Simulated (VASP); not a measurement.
Runs of VASP 6.6.1 on MgO. The structure is that of space group P6_3mc (No. 186), or close to it. The cells are those of the table. 

| cell | cutoff (eV) | gap on the mesh (eV) | pressure (GPa) | largest force (eV/Å) |
| --- | --- | --- | --- | --- |
| a = 3.120, b = 3.120, c = 5.783 Å, angles 90.0, 90.0, 120.0°, 4 atoms | 520 | 3.34 | 6.0 | (b) |
| a = 3.571, b = 3.571, c = 4.414 Å, angles 90.0, 90.0, 120.0°, 4 atoms | 520 | 3.06 | -1.1 | 1.80 |
| a = 3.392, b = 3.392, c = 4.891 Å, angles 90.0, 90.0, 120.0°, 4 atoms | 520 | 3.45 | 5.6 | 3.07 |
| a = 3.245, b = 3.245, c = 5.347 Å, angles 90.0, 90.0, 120.0°, 4 atoms | 520 | (c) | 2.4 | 0.79 |
| a = 3.392, b = 3.392, c = 4.891 Å, angles 90.0, 90.0, 120.0°, 4 atoms | 600 | (d) | -0.4 | 0.79 |
| a = 3.315, b = 3.315, c = 5.122 Å, angles 90.0, 90.0, 120.0°, 4 atoms | 520 | 3.17 | (a) | 0.59 |
| a = 3.180, b = 3.180, c = 5.567 Å, angles 90.0, 90.0, 120.0°, 4 atoms | 520 | 3.47 | 1.7 | 0.53 |

Alike in all rows: task single point; level PBE; potentials or basis VASP PAW PBE potentials, release 64 (Mg, O); no spin polarisation; k mesh 9 × 9 × 6; smearing gaussian 0.05 eV.

**Question.** Fill in the values left out.

**Answer.** (a) 0.0; (b) 0.89; (c) 3.35; (d) 3.29.

Caveats: forces of over 1 eV/Å act on the atoms, so gaps and moduli don't describe the material at rest (some runs).

A k mesh can miss the band edges.
